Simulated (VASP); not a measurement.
Os: single point with PBEsol

Crystal: Os.

```
Os
1.0
     0.00000    1.94500    2.00335
     1.94500    0.00000    2.00335
     1.94500    1.94500    0.00000
Os
1
Direct
  0.00000 0.00000 0.00000
```

This cell differs from its parent crystal: strain +0.000 along x and y, +0.030 along z.

```json
{
 "Program": "VASP 6.6.1",
 "Task": "single point",
 "Functional": "PBEsol",
 "Potentials or basis": "VASP PAW PBE potentials, release 64 (Os)",
 "Cutoff": "520 eV",
 "k mesh": "20 × 20 × 20",
 "Occupations": "gaussian, width 0.15 eV",
 "Spin": "no spin polarisation"
}
```

| Property | Result |
| --- | --- |
| Pressure | -29.0 GPa |
| Band gap on the k mesh | zero (band 4 reaches 10.39 eV, above the bottom of band 5 at 6.67 eV) |

Stress tensor (GPa, compression positive):
```
-26.29   0.00   0.00
  0.00 -26.29   0.00
  0.00   0.00 -34.35
```

Levels at points of the mesh, in eV from the Fermi level:
| k point | band 2 | band 3 | band 4 | band 5 | band 6 | band 7 |
| --- | --- | --- | --- | --- | --- | --- |
| (0.00, 0.00, 0.00) | -2.96 | -2.57 | -2.57 | -0.26 | 0.25 | 14.29 |
| (0.50, 0.00, 0.00) | -3.03 | -2.63 | -0.23 | 2.02 | 2.24 | 7.97 |
| (0.50, 0.50, 0.00) | -6.16 | 1.75 | 2.12 | 2.71 | 2.71 | 10.45 |
| (0.50, 0.00, 0.50) | -6.19 | 2.07 | 2.35 | 2.54 | 2.94 | 11.21 |

Wall time 40 s on 1 thread of Intel(R) Xeon(R) Platinum 8488C (Sapphire Rapids), with other jobs on the host, peak memory 0.22 GiB.

Caveat: the cell differs from its parent crystal (strain +0.000 along x and y, +0.030 along z); the PAW data sets were made with another functional, which shifts forces and pressure a little; spin-orbit coupling is left out, which moves the levels of the heavy elements.
